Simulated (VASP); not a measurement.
Rh:

```
Rh
1.0
     0.00000    1.90155    1.90155
     1.90155    0.00000    1.90155
     1.90155    1.90155    0.00000
Rh
1
Direct
  0.00000 0.00000 0.00000
```

```yaml
Program: VASP 6.6.1
Task: relaxation of cell and atoms
Functional: BLYP
Potentials_or_basis: VASP PAW PBE potentials, release 64 (Rh_pv)
Cutoff: 600 eV
k_mesh: 14 × 14 × 14
Occupations: fermi-dirac, width 0.05 eV
Spin: collinear spin, ferromagnetic start
Starting_moments: "[1.0] μB"
```

At the start: pressure 20.2 GPa; volume 13.75 Å³/atom.

Problem. How do energy, volume and symmetry change on relaxing?

Solution. Over 16 steps the energy falls by 64.2 meV/atom and the volume is 14.85 Å³/atom (+8.0 %); space group Fm-3m (No. 225, to 0.05 Å); moment 0.00 μB per cell.

The path:
```
step  energy change (eV)  largest force (eV/Å)  pressure (GPa)  volume (Å³)
   1              0.0000                0.0000           20.22        13.75
   2              0.1582                0.0000          -22.56        17.50
   3             -0.0640                0.0000           -0.96        14.92
   4             -0.0642                0.0000           -0.12        14.86
   5             -0.0642                0.0000            0.21        14.84
   6             -0.0642                0.0000            0.20        14.84
   7             -0.0642                0.0000            0.18        14.84
   8             -0.0642                0.0000            0.18        14.84
   9             -0.0642                0.0000            0.18        14.84
  10             -0.0642                0.0000            0.18        14.84
  11             -0.0642                0.0000            0.18        14.84
  12             -0.0642                0.0000            0.18        14.84
  13             -0.0642                0.0000            0.17        14.84
  14             -0.0642                0.0000            0.16        14.84
  15             -0.0642                0.0000            0.13        14.84
  16             -0.0642                0.0000            0.09        14.85
```

Final structure:
```cif
data_structure
_symmetry_space_group_name_H-M 'P 1'
_symmetry_Int_Tables_number 1
_cell_length_a 2.7588
_cell_length_b 2.7588
_cell_length_c 2.7588
_cell_angle_alpha 60.000
_cell_angle_beta 60.000
_cell_angle_gamma 60.000
_cell_volume 14.85
loop_
_atom_site_label
_atom_site_type_symbol
_atom_site_fract_x
_atom_site_fract_y
_atom_site_fract_z
_atom_site_occupancy
Rh1 Rh 0.00000 0.00000 0.00000 1
```

Caveat: the PAW data sets were made with another functional, which shifts forces and pressure a little.
